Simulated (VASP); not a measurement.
Here is a VASP 6.6.1 calculation.

INCAR

```
ALGO = Normal
EDIFF = 1E-6
ENCUT = 520
GGA = PE
ISIF = 2
ISMEAR = 0
LASPH = T
LCHARG = T
LELF = T
LREAL = F
LVHAR = T
LWAVE = F
NBANDS = 11
NELM = 100
PREC = Accurate
SIGMA = 0.05
```

File KPOINTS:

```
k-points
0
Gamma
  20 20 20
```

The input POSCAR:

```
Pd
1.0
    0.0000000000      1.9967035255      1.9967035255
    1.9967035255      0.0000000000      1.9967035255
    1.9967035255      1.9967035255      0.0000000000
Pd
1
Direct
    0.0000000000      0.0000000000      0.0000000000
```

Potentials or basis: VASP PAW PBE potentials, release 64 (Pd).

The run is started by

```bash
$ cat potpaw_PBE.64/Pd/POTCAR > POTCAR
$ mpirun -np 1 vasp_std > vasp.out
```

**Question.** Predict the band gap on the k mesh.

**Answer.** Zero (bands 5 and 6 overlap by 1.39 eV).

**Question.** Estimate the pressure.

**Answer.** -6.2 GPa.

Caveat: the cell stands under tension.
